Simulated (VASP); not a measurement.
AlN: single point with PBE

The system is AlN.

```xyz
4
Lattice="3.2081 0.0000 0.0000 -1.6041 2.7783 0.0000 0.0000 0.0000 5.1424" Properties=species:S:1:pos:R:3 pbc="T T T"
Al   -0.0300    1.8522    0.0089
Al    1.6341    0.9261    2.5801
N     0.0266    1.8522    1.9709
N     1.5775    0.9261    4.5421
```

This cell differs from its parent crystal: atoms displaced along a vibrational mode, the cell strained.

* Program: VASP 6.6.1
* Task: single point
* Functional: PBE
* Potentials or basis: VASP PAW PBE potentials, release 64 (Al, N)
* Cutoff: 520 eV
* k mesh: 9 × 9 × 6
* Occupations: gaussian, width 0.05 eV
* Spin: no spin polarisation
* Dipole correction: no
* Further INCAR settings: ALGO = Normal; EDIFF = 1e-06; NBANDS = 16

```json
{
  "Pressure": "-12.6 GPa",
  "Largest force": "0.161 eV/Å",
  "Band gap on the k mesh": "3.41 eV"
}
```

Forces on the atoms (eV/Å):
```
Al   0.158  0.003  0.027
Al  -0.158 -0.003  0.027
N   -0.088  0.001 -0.027
N    0.088 -0.001 -0.027
```

Stress tensor (GPa, compression positive):
```
-12.94  -0.18   0.00
 -0.18 -12.87   0.00
  0.00   0.00 -11.95
```

Levels at points of the mesh, in eV from the valence-band top:
```tsv
k point	band 5	band 6	band 7	band 8	band 9	band 10	band 11	band 12
(0.00, 0.00, 0.00)	-0.81	-0.23	-0.15	0.00	3.41	5.88	9.86	10.38
(0.00, 0.00, 0.50)	-0.53	-0.53	-0.50	-0.50	5.68	5.68	9.57	9.57
```

Wall time 2 min on 1 thread of Intel Xeon 8259CL (shared host), peak memory 0.23 GiB.

Caveat: the cell differs from its parent crystal (atoms displaced along a vibrational mode, the cell strained); the cell stands under tension.
